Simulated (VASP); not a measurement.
# BN (R3m) in VASP: G0W0 quasiparticle levels with PBE

Aim: the G0W0 quasiparticle levels of BN with PBE.

Everything below comes from runs of VASP 6.6.1. Logs are shortened: lines on timing, memory, paths and dates and some standing lists are left out, and cuts for length are marked.

### Step 1. The cell of the first run

Symmetry: R3m, No. 160, trigonal system. Conventional cell: a = 2.489 Å, b = 2.489 Å, c = 6.277 Å, α = 90.00°, β = 90.00°, γ = 120.00°. B (site symmetry 3m) has 4 N at 1.53 to 1.57 Å within 2.0 Å. Within 2.0 Å of N (site symmetry 3m) lie 4 B at 1.53 to 1.57 Å.

### Step 2. G0W0 quasiparticle levels, PBE

POSCAR reads:

```
BN
1.0
    0.0349220593      1.7946268727      1.7946268727
    1.7946268727      0.0349220593      1.7946268727
    1.7946268727      1.7946268727      0.0349220593
B N
1 1
Direct
    0.0002007007      0.0002007007      0.0002007007
    0.2497992993      0.2497992993      0.2497992993
```

INCAR.step1 reads:

```
SYSTEM = BN
PREC     = Accurate       ! precision mode
ENCUT    = 500            ! plane-wave cutoff, eV
EDIFF    = 1E-8           ! SCF threshold, eV
ISMEAR   = 0              ! smearing method
SIGMA    = 0.01           ! smearing width, eV
LREAL    = .FALSE.        ! projectors in reciprocal space
LASPH    = .TRUE.         ! aspherical terms in the spheres
NELM     = 100            ! most SCF steps
ALGO     = Normal         ! electronic algorithm
LWAVE    = .TRUE.         ! write WAVECAR
LCHARG   = .FALSE.        ! write CHGCAR
GGA      = PE             ! functional
```

INCAR.step2 reads:

```
SYSTEM = BN
PREC     = Accurate       ! precision mode
ENCUT    = 500            ! plane-wave cutoff, eV
EDIFF    = 1E-8           ! SCF threshold, eV
ISMEAR   = 0              ! smearing method
SIGMA    = 0.01           ! smearing width, eV
LREAL    = .FALSE.        ! projectors in reciprocal space
LASPH    = .TRUE.         ! aspherical terms in the spheres
NELM     = 1              ! most SCF steps
ALGO     = Exact          ! electronic algorithm
LWAVE    = .TRUE.         ! write WAVECAR
LCHARG   = .FALSE.        ! write CHGCAR
GGA      = PE             ! functional
NBANDS   = 50             ! bands
LOPTICS  = .TRUE.         ! frequency-dependent dielectric function
ISTART   = 1
```

INCAR.step3 reads:

```
SYSTEM = BN
PREC     = Accurate       ! precision mode
ENCUT    = 500            ! plane-wave cutoff, eV
EDIFF    = 1E-8           ! SCF threshold, eV
ISMEAR   = 0              ! smearing method
SIGMA    = 0.01           ! smearing width, eV
LREAL    = .FALSE.        ! projectors in reciprocal space
LASPH    = .TRUE.         ! aspherical terms in the spheres
ALGO     = EVGW0          ! electronic algorithm
LWAVE    = .FALSE.        ! write WAVECAR
LCHARG   = .FALSE.        ! write CHGCAR
GGA      = PE             ! functional
NELMGW   = 1            
NBANDS   = 50             ! bands
ENCUTGW  = 150.0          ! cutoff of the response function
NOMEGA   = 96             ! frequency points
PRECFOCK = Fast         
ISTART   = 1            
NBANDSGW = 12           
OMEGAMAX = 30
```

KPOINTS reads:

```
regular mesh
0
G
  6 6 6
  0 0 0
```

Potentials or basis: VASP PAW PBE potentials, release 64 (B_GW, N_GW).

The run is started by

```bash
$ cat potpaw_PBE.64/B_GW/POTCAR potpaw_PBE.64/N_GW/POTCAR > POTCAR
$ cp INCAR.step1 INCAR
$ mpirun -np 1 vasp_std > vasp.out
$ cp INCAR.step2 INCAR
$ mpirun -np 1 vasp_std > vasp.out
$ cp INCAR.step3 INCAR
$ mpirun -np 1 vasp_std > vasp.out
```

OUTCAR:

```text
SYSTEM = BN
   PREC = Accurate
   ENCUT = 500
   EDIFF = 1E-8
   ISMEAR = 0
   LREAL = .FALSE.
   LASPH = .TRUE.
   GGA = PE
   NELMGW = 1
   ENCUTGW = 150.0
   PRECFOCK = Fast
   ISTART = 1

 ion  position               nearest neighbor table
   1  0.000  0.000  0.000-   2 1.53   2 1.53   2 1.53   2 1.57
   2  0.250  0.250  0.250-   1 1.53   1 1.53   1 1.53   1 1.57

  LATTYP: Found a trigonal (rhomboedric) cell.
 ALAT       =     2.5382259109
 COS(alpha) =     0.5193609002

  Lattice vectors:

 A1 = (   0.0349220593,   1.7946268727,   1.7946268727)
 A2 = (   1.7946268727,   0.0349220593,   1.7946268727)
 A3 = (   1.7946268727,   1.7946268727,   0.0349220593)

Analysis of symmetry for initial positions (statically):
=====================================================================
 Subroutine PRICEL returns:
 Original cell was already a primitive cell.

 Routine SETGRP: Setting up the symmetry group for a
 trigonal (rhombohedral) supercell.

 Subroutine GETGRP returns: Found  6 space group operations
 (whereof  6 operations were pure point group operations)
 out of a pool of 12 trial point group operations.

The static configuration has the point symmetry C_3v.

Analysis of symmetry for dynamics (positions and initial velocities):
=====================================================================
 Subroutine PRICEL returns:
 Original cell was already a primitive cell.

 Routine SETGRP: Setting up the symmetry group for a
 trigonal (rhombohedral) supercell.

 Subroutine GETGRP returns: Found  6 space group operations
 (whereof  6 operations were pure point group operations)
 out of a pool of 12 trial point group operations.

The dynamic configuration has the point symmetry C_3v.

 Subroutine INISYM returns: Found  6 space group operations
 (whereof  6 operations are pure point group operations),
 and found     1 'primitive' translations

----------------------------------------------------------------------------------------

                                     Primitive cell

  volume of cell :      11.2225

  direct lattice vectors                    reciprocal lattice vectors
     0.034922059  1.794626873  1.794626873    -0.286876485  0.281400645  0.281400645
     1.794626873  0.034922059  1.794626873     0.281400645 -0.286876485  0.281400645
     1.794626873  1.794626873  0.034922059     0.281400645  0.281400645 -0.286876485

  length of vectors
     2.538225911  2.538225911  2.538225911     0.490582066  0.490582066  0.490582066

  position of ions in fractional coordinates (direct lattice)
     0.000200701  0.000200701  0.000200701
     0.249799299  0.249799299  0.249799299

  ion indices of the primitive-cell ions
   primitive index   ion index
                 1           1
                 2           2

----------------------------------------------------------------------------------------

 KPOINTS: regular mesh

Automatic generation of k-mesh.
 Grid dimensions read from file:
 generate k-points for:    6    6    6

 Generating k-lattice:

  Cartesian coordinates                     Fractional coordinates (reciprocal lattice)
    -0.047812747  0.046900107  0.046900107     0.166666667  0.000000000  0.000000000
     0.046900107 -0.047812747  0.046900107     0.000000000  0.166666667  0.000000000
     0.046900107  0.046900107 -0.047812747     0.000000000  0.000000000  0.166666667

  Length of vectors
     0.081763678  0.081763678  0.081763678

  Shift w.r.t. Gamma in fractional coordinates (k-lattice)
     0.000000000  0.000000000  0.000000000

 Subroutine IBZKPT returns following result:
 ===========================================

 Found     32 irreducible k-points:

 Following reciprocal coordinates:
            Coordinates               Weight
  0.000000  0.000000  0.000000      1.000000
  0.166667  0.000000 -0.000000      6.000000
  0.333333  0.000000  0.000000      6.000000
  0.500000  0.000000  0.000000      3.000000
  0.166667  0.166667  0.000000      6.000000
  0.333333  0.166667  0.000000     12.000000
[... 16 lines left out ...]
  0.500000  0.500000  0.166667      6.000000
 -0.333333  0.500000  0.166667     12.000000
 [... further k-points ...]
   k-points           NKPTS =     32   k-points in BZ     NKDIM =    216   number of bands    NBANDS=     50
   number of dos      NEDOS =    301   number of ions     NIONS =      2
   total plane-waves  NPLWV =   8000
   dimension x,y,z NGX =    20 NGY =   20 NGZ =   20
   dimension x,y,z NGXF=    40 NGYF=   40 NGZF=   40
   ions per type =               1   1
   NGX,Y,Z   is equivalent  to a cutoff of  13.10, 13.10, 13.10 a.u.
   NGXF,Y,Z  is equivalent  to a cutoff of  26.20, 26.20, 26.20 a.u.
 SYSTEM =  BN
   PREC   = accura    normal or accurate (medium, high low for compatibility)
   ISTART =      1    job   : 0-new  1-cont  2-samecut
   ICHARG =      0    charge: 1-file 2-atom 10-const
   ISPIN  =      1    spin polarized calculation?
   LNONCOLLINEAR =      F non collinear calculations
   LSORBIT =      F    spin-orbit coupling
   LASPH  =      T    aspherical Exc in radial PAW
   ENCUT  =  500.0 eV  36.75 Ry    6.06 a.u.   4.63  4.63  4.63*2*pi/ulx,y,z
   NELM   =     60;   NELMIN=  2; NELMDL=  0     # of ELM steps
   EDIFF  = 0.1E-07   stopping-criterion for ELM
   LREAL  =      F    real-space projection
   EDIFFG = 0.1E-06   stopping-criterion for IOM
   NSW    =      0    number of steps for IOM
   IBRION =     -1    ionic relax: 0-MD 1-quasi-New 2-CG
   NFREE  =      0    steps in history (QN), initial steepest desc. (CG)
   ISIF   =      0    stress and relaxation
   ISYM   =      3    0-nonsym 1-usesym 2-fastsym
   POTIM  = 0.5000    time-step for ionic-motion
   TEBEG  =    0.0;   TEEND  =   0.0 temperature during run
   PSTRESS=    0.0 pullay stress
   NELECT =       8.0000    total number of electrons
   NUPDOWN=      -1.0000    fix difference up-down
   EMIN   =  10.00;   EMAX   =-10.00  energy-range for DOS
   EFERMI =   0.00;   METHOD = LEGACY
   ISMEAR =     0;   SIGMA  =   0.01  broadening in eV -4-tet -1-fermi 0-gaus
   EFERMI_NEDOS =   21; number of points for ismear=-14 and -15
   IALGO  =     38    algorithm
   IMIX   =      4    mixing-type and parameters
     AMIX     =   0.40;   BMIX     =  1.00
     AMIX_MAG =   1.60;   BMIX_MAG =  1.00
  volume/ion in A,a.u.               =       5.61        37.87
  Fermi-wavevector in a.u.,A,eV,Ry     =   1.462430  2.763593 29.098815  2.138703
  Thomas-Fermi vector in A             =   2.578645
   LORBIT       =      0    0 simple, 1 ext, 2 COOP (PROOUT), +10 PAW based schemes
   GGA     = PE    functional components
   LHFCALC =     T    Hartree Fock is set to
   PRECFOCK=fast      Normal, Fast or Accurate (Low or Medium for compatibility)
   ENCUT4O =  -1.0   cutoff for four orbital integrals eV
   NKREDX  =     1    reduce k-point grid by
   NKREDY  =     1    reduce k-point grid by
   NKREDZ  =     1    reduce k-point grid by
   AEXX    =    1.0000 exact exchange contribution
   HFSCREEN=    0.0000 screening length (either q_TF or 0.3 A-1)
   HFSCREENC=   0.0000 screening length for correlation (either q_TF or 0.3 A-1)
   ENCUTFOCK=  -1.0 apply spherical cutoff to Coloumb kernel
   IVDW    =     0    specifies the selected vdW correction
   LEPSILON=     F    determine dielectric tensor
   LRPA    =     F    only Hartree local field effects (RPA)
   LRPAFORCE           =     F    calculate RPA forces
   ENCUTGW             = 150.0    cutoff for response function in eV
   ENCUTGWSOFT         = 120.0    soft cutoff for Coulomb kernel in GW response function in eV
   ENCUTLF             =  -1.0    cutoff for local field effects
   NELMGW              =     1    number of iterations in solving QP/BSE equation
   NELMHF              =     1    number of iterations in the inner HF iteration
   NKREDLFX            =     1    NKREDLFY  =   1   NKREDLFZ  =   1
 non-spin polarized calculation
 Gauss-broadening in eV      SIGMA  =   0.01
  energy-cutoff  :      500.00
  volume of cell :       11.22
 maximum number of plane-waves:       295
 NGX is ok and might be reduce to    20
  NGX = 12; NGY = 12; NGZ = 12
   NGX =  9   NGY =  9   NGZ =  9
 maximum number of plane-waves:        59
 NGX is ok and might be reduce to    12

 QP shifts <psi_nk| G(iteration)W_0 |psi_nk>: iteration 1
 for sc-GW calculations column KS-energies equals QP-energies in previous step
 and V_xc(KS)=  KS-energies - (<T + V_ion + V_H > + <T+V_H+V_ion>^1  + <V_x>^1)

 k-point   1 :       0.0000    0.0000    0.0000
  band No.  KS-energies  QP-energies   sigma(KS)   V_xc(KS)     V^pw_x(r,r')   Z            occupation Imag(sigma)

      1     -12.7215     -14.6587     -18.1019     -15.6102     -26.7606       0.7774       2.0000       1.3658
      2       7.9758       7.2171     -19.2713     -18.3559     -21.9548       0.8288       2.0000       0.0437
      3       8.1691       7.4180     -19.4116     -18.5047     -22.1908       0.8282       2.0000       0.0452
      4       8.1691       7.4180     -19.4116     -18.5047     -22.1908       0.8282       2.0000       0.0452
      5      16.4790      17.8268     -12.3570     -13.9639      -7.3064       0.8388       0.0000      -0.0609
      6      17.4392      18.8667     -12.3131     -14.0159      -7.1282       0.8383       0.0000      -0.0638
      7      17.4392      18.8667     -12.3131     -14.0159      -7.1282       0.8383       0.0000      -0.0638
      8      19.4852      20.7465     -13.9529     -15.4920      -8.2370       0.8195       0.0000      -0.0817
      9      33.8210      34.3501     -10.9762     -11.6444      -3.3630       0.7918       0.0000      -0.5102
     10      36.5313      37.8229     -12.0391     -13.5783      -5.5967       0.8391       0.0000      -0.5097
     11      36.5313      37.8229     -12.0391     -13.5783      -5.5967       0.8391       0.0000      -0.5097
     12      36.8245      37.4919     -10.5958     -11.4041      -3.1872       0.8257       0.0000      -0.8407

 k-point   2 :       0.1667    0.0000   -0.0000
  band No.  KS-energies  QP-energies   sigma(KS)   V_xc(KS)     V^pw_x(r,r')   Z            occupation Imag(sigma)
[... 353 lines left out ...]
      1      -6.5652      -8.0634     -19.5941     -17.5871     -27.0745       0.7465       2.0000       0.5333
      2      -0.3977      -2.0065     -17.6874     -15.6383     -22.3749       0.7851       2.0000       0.1146
      3       1.5092       0.1414     -17.3643     -15.6639     -21.2428       0.8044       2.0000       0.0809
      4       1.7210       0.3594     -17.4951     -15.8032     -21.4081       0.8047       2.0000       0.0800
      5      16.0364      17.0927     -12.8208     -14.0787      -7.9919       0.8397       0.0000      -0.0610
      6      20.5663      21.7367     -12.1879     -13.5906      -6.6783       0.8345       0.0000      -0.0743
      7      23.7725      25.4080     -13.2754     -15.3352      -6.4958       0.7941       0.0000      -0.1337
      8      25.7057      27.4677     -13.6588     -15.9003      -6.6198       0.7861       0.0000      -0.1592
      9      28.5046      30.1987     -14.2877     -16.4674      -6.8775       0.7772       0.0000      -0.2425
     10      34.9332      36.4800     -12.1970     -14.1308      -4.3164       0.7999       0.0000      -0.6633
     11      39.1384      40.2222     -11.8234     -13.1376      -4.2945       0.8246       0.0000      -0.9050
     12      42.4929      43.8366     -11.5830     -13.2167      -3.9417       0.8225       0.0000      -1.0079

 [... further k-points ...]
```

Wall time 2.8 min (1 thread of AMD EPYC 7R13 (Zen 3), shared host); peak memory 0.22 GiB.

Results:

| Property | Result |
| --- | --- |
| Quasiparticle gap | 5.92 eV |
| Least direct quasiparticle gap | 10.41 eV |
| Band gap of the starting levels on the mesh | 4.43 eV |
| Least direct gap of the starting levels on the mesh | 8.31 eV |

Caveat: the k points lie up to 0.51 Å⁻¹ apart; bands, screening cutoff and mesh are small and nothing is extrapolated, so the quasiparticle values aren't converged.
